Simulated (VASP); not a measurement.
Here is a VASP 6.6.1 calculation.

Contents of POSCAR:

```
SnTe
1.0
    0.0000000000      3.6586665285      3.6586665285
    3.6586665285      0.0000000000      3.6586665285
    3.6586665285      3.6586665285      0.0000000000
Te Sn
1 1
Direct
    0.2500000000      0.2500000000      0.2500000000
    0.0000000000      0.0000000000      0.0000000000
```

Contents of INCAR.step1:

```
SYSTEM = SnTe
PREC     = Accurate       ! precision mode
ENCUT    = 520            ! plane-wave cutoff, eV
EDIFF    = 1E-5           ! SCF threshold, eV
ISMEAR   = -1             ! smearing method
SIGMA    = 0.05           ! smearing width, eV
LREAL    = .FALSE.        ! projectors in reciprocal space
LASPH    = .TRUE.         ! aspherical terms in the spheres
NELM     = 60             ! most SCF steps
ALGO     = Normal         ! electronic algorithm
ISIF     = 2              ! what is computed and relaxed
LWAVE    = .TRUE.         ! write WAVECAR
GGA      = PE             ! functional
NBANDS   = 17             ! bands
```

The input INCAR.step2:

```
SYSTEM = SnTe
PREC     = Accurate       ! precision mode
ENCUT    = 520            ! plane-wave cutoff, eV
EDIFF    = 1E-6           ! SCF threshold, eV
ISMEAR   = -1             ! smearing method
SIGMA    = 0.05           ! smearing width, eV
LREAL    = .FALSE.        ! projectors in reciprocal space
LASPH    = .TRUE.         ! aspherical terms in the spheres
NELM     = 60             ! most SCF steps
ALGO     = Normal         ! electronic algorithm
ISIF     = 2              ! what is computed and relaxed
LWAVE    = .FALSE.        ! write WAVECAR
LCHARG   = .TRUE.         ! write CHGCAR
GGA      = PE             ! functional
LHFCALC  = .TRUE.         ! exact exchange
HFSCREEN = 0.2079         ! screening, 1/A
PRECFOCK = Normal       
LELF     = .TRUE.         ! ELF
LVHAR    = .TRUE.       
ISTART   = 1            
NBANDS   = 17             ! bands
```

KPOINTS

```
regular mesh
0
G
  4 4 4
  0 0 0
```

Potentials or basis: VASP PAW PBE potentials, release 64 (Te, Sn_d).

Command:

```sh
$ cat potpaw_PBE.64/Te/POTCAR potpaw_PBE.64/Sn_d/POTCAR > POTCAR
$ cp INCAR.step1 INCAR
$ mpirun -np 1 vasp_std > vasp.out
$ cp INCAR.step2 INCAR
$ mpirun -np 1 vasp_std > vasp.out
```

Q: Predict the pressure.

A: -1.6 GPa.

Q: What does it give for the band gap on the k mesh?

A: 0.49 eV, indirect (least direct gap 1.19 eV).

Caveat: the PAW data sets were made with another functional, which shifts forces and pressure a little; spin-orbit coupling is left out, which moves the levels of the heavy elements. A k mesh can miss the band edges.
